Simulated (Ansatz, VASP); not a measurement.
C in VASP and in Ansatz

File INCAR:

```
SYSTEM = C
ALGO = Normal ; EDIFF = 1E-7
ENCUT = 520 ; GGA = PS
ISIF = 2 ; ISMEAR = 0
LASPH = .True. ; LCHARG = .True.
LELF = .True. ; LREAL = .False.
LVHAR = .True. ; LWAVE = .False.
NBANDS = 31 ; NELM = 100
PREC = Accurate ; SIGMA = 0.05
```

KPOINTS

```
k-points
0
Gamma
  12 12 12
  0 0 0
```

File POSCAR:

```
C
1.0
    1.2408500000      0.7164050815      9.4909333333
   -1.2408500000      0.7164050815      9.4909333333
    0.0000000000     -1.4328101630      9.4909333333
C
10
Direct
    0.0248220069      0.0248220069      0.0248220069
    0.9751779931      0.9751779931      0.9751779931
    0.1086877374      0.1086877374      0.1086877374
    0.8913122626      0.8913122626      0.8913122626
    0.1583652898      0.1583652898      0.1583652898
    0.8416347102      0.8416347102      0.8416347102
    0.3748635523      0.3748635523      0.3748635523
    0.6251364477      0.6251364477      0.6251364477
    0.4253181912      0.4253181912      0.4253181912
    0.5746818088      0.5746818088      0.5746818088
```

Input for Ansatz:

```yaml
crystal:
  lattice:
    - [1.24085, 0.7164050815, 9.4909333333]
    - [-1.24085, 0.7164050815, 9.4909333333]
    - [0.0, -1.432810163, 9.4909333333]
  atoms:
    - { symbol: C, position: [0.0248220069, 0.0248220069, 0.0248220069] }
    - { symbol: C, position: [0.9751779931, 0.9751779931, 0.9751779931] }
    - { symbol: C, position: [0.1086877374, 0.1086877374, 0.1086877374] }
    - { symbol: C, position: [0.8913122626, 0.8913122626, 0.8913122626] }
    - { symbol: C, position: [0.1583652898, 0.1583652898, 0.1583652898] }
    - { symbol: C, position: [0.8416347102, 0.8416347102, 0.8416347102] }
    - { symbol: C, position: [0.3748635523, 0.3748635523, 0.3748635523] }
    - { symbol: C, position: [0.6251364477, 0.6251364477, 0.6251364477] }
    - { symbol: C, position: [0.4253181912, 0.4253181912, 0.4253181912] }
    - { symbol: C, position: [0.5746818088, 0.5746818088, 0.5746818088] }
basis:
  ecutwfc: 520.0
kpoints:
  mp_grid: { grid: [12, 12, 12] }
hamiltonian:
  xc: pbesol
  pseudopotentials: { kind: paw, azcp: { folder: soft_1 } }
scf:
  occupations: { method: gaussian, width: 0.05 }
output:
  forces: true
  stress: true
  eigenvalues: true
```

Alike in both runs: task single point; functional PBEsol; k mesh 12 × 12 × 12; occupations gaussian, width 0.05 eV; no spin polarisation.

|  | VASP | Ansatz |
| --- | --- | --- |
| version | VASP 6.6.1 | Ansatz 0.2.0 |
| potentials or method | VASP PAW PBE potentials, release 64 (C), cutoff 520 eV | scalar-relativistic, plane waves, PAW |
| valence electrons in the cell | 40 | 40 |

VASP gave:

```
gap on the k mesh at the Fermi level (eV) : 3.59
least direct gap on the mesh (eV)         : 4.62
rms of the force components (eV/Å)        : 0.644
```

Problem. Estimate Ansatz's values.

Solution. gap on the k mesh at the Fermi level (eV): 3.61; least direct gap on the mesh (eV): 4.62; rms of the force components (eV/Å): 0.629.

VASP's potentials were made for PBE, not for PBEsol, and Ansatz warns of the same on its side. Atom by atom the forces differ by 0.015 eV/Å (rms over components).
